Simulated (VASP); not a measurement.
Runs of VASP 6.6.1 on LiH. The cell holds a slab with vacuum, 16 atoms: a = 2.814 Å, b = 2.814 Å, c = 26.930 Å, α = 90.00°, β = 90.00°, γ = 90.00°. 

```tsv
level	k mesh	smearing	gap on the mesh (eV)	largest force (eV/Å)
PBEsol	4 × 4 × 1	fermi-dirac 0.05 eV	1.90	0.25
PBEsol	4 × 4 × 1	tetrahedron	1.90	0.25
PBEsol	4 × 4 × 1	gaussian 0.05 eV	1.90	0.25
RPBE	4 × 4 × 1	fermi-dirac 0.05 eV	2.08	(a)
PBEsol	4 × 4 × 1	methfessel-paxton 0.05 eV	1.90	0.25
PBEsol	1 × 1 × 1, shifted	fermi-dirac 0.05 eV	2.15	0.84
```

Alike in all rows: task single point; potentials or basis VASP PAW PBE potentials, release 64 (H, Li_sv); no spin polarisation; cell as given; cutoff (eV) 520.

Question: Fill in the values left out.

Answer: (a) 0.26.

Caveats: all runs use coarse meshes; the PAW data sets were made with another functional, which shifts forces and pressure a little.

A k mesh can miss the band edges.
